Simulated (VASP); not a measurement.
Set up this calculation in VASP 6.6.1, as the native input.

| Quantity | Value |
| --- | --- |
| Task | electric field gradients |
| Functional | PBE |
| Potentials or basis | VASP PAW PBE potentials, release 64 (C) |
| Cutoff | 520 eV |
| k mesh | 6 × 6 × 20 |
| Occupations | fermi-dirac, width 0.05 eV |
| Spin | no spin polarisation |
| Dipole correction | no |
| Further INCAR settings | ALGO = Normal; EDIFF = 1e-08; NBANDS = 8 |

The structure of C lies in POSCAR:

```
C
1.0
    4.2551700000      0.0000000000      0.0000000000
    0.0000000000      4.2551700000      0.0000000000
    0.0000000000      0.0000000000      1.2822900000
C
1
Direct
    0.5000000000      0.5000000000      0.5000000000
```

The input as run:

INCAR

```
PREC     = Accurate       # precision mode
ENCUT    = 520            # plane-wave cutoff, eV
EDIFF    = 1E-8           # SCF threshold, eV
ISMEAR   = -1             # smearing method
SIGMA    = 0.05           # smearing width, eV
LREAL    = False          # projectors in reciprocal space
LASPH    = True           # aspherical terms in the spheres
NELM     = 80             # most SCF steps
ALGO     = Normal         # electronic algorithm
ISIF     = 2              # what is computed and relaxed
LWAVE    = False          # write WAVECAR
LCHARG   = False          # write CHGCAR
GGA      = PE             # functional
LEFG     = True         
NBANDS   = 8              # bands
```

KPOINTS

```
Automatic mesh
0
Gamma
  6 6 20
```

Potentials or basis: VASP PAW PBE potentials, release 64 (C).

Command:

```sh
$ cat potpaw_PBE.64/C/POTCAR > POTCAR
$ mpirun -np 1 vasp_std > vasp.out
```

It gave:

```yaml
Pressure: 0.1 GPa
Band_gap_on_the_k_mesh: zero (band 2 reaches 7.28 eV, above the bottom of band 3 at -7.22 eV)
```

Caveat: without QUAD_EFG the Cq values of the log hold for a quadrupole moment of 1 mb, not for the nuclei.

It took 4.9 s on 1 thread of Intel(R) Xeon(R) 6975P-C (Granite Rapids) (shared host), peak memory 0.12 GiB.
